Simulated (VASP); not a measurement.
Runs of VASP 6.6.1 on ZnS (rocksalt type). The structure is that of space group Fm-3m (No. 225), or close to it. The cells are those of the table. 

```csv
task,cell,k mesh for the DOS,occupations for the DOS,gap on the mesh (eV),pressure (GPa)
single point,"a = 2.957 Å, angles 60.0°, 2 atoms",-,-,none,196.8
single point,"a = 3.350 Å, angles 60.0°, 2 atoms",-,-,none,(a)
single point,"a = 3.458 Å, angles 60.0°, 2 atoms",-,-,none,15.0
single point,"a = 3.535 Å, angles 60.0°, 2 atoms",-,-,none,6.3
single point,"a = 3.234 Å, angles 60.0°, 2 atoms",-,-,none,(b)
single point,"a = 3.110 Å, angles 60.0°, 2 atoms",-,-,none,105.2
```

Alike in all rows: level PBE; potentials or basis VASP PAW PBE potentials, release 64 (Zn, S); no spin polarisation; k mesh 14 × 14 × 14; cutoff (eV) 520; smearing fermi-dirac 0.08 eV.

Task: Estimate the missing entries.

Result: (a) 32.2; (b) 59.7.

A gap of «none» marks levels without a gap at the run's occupations.
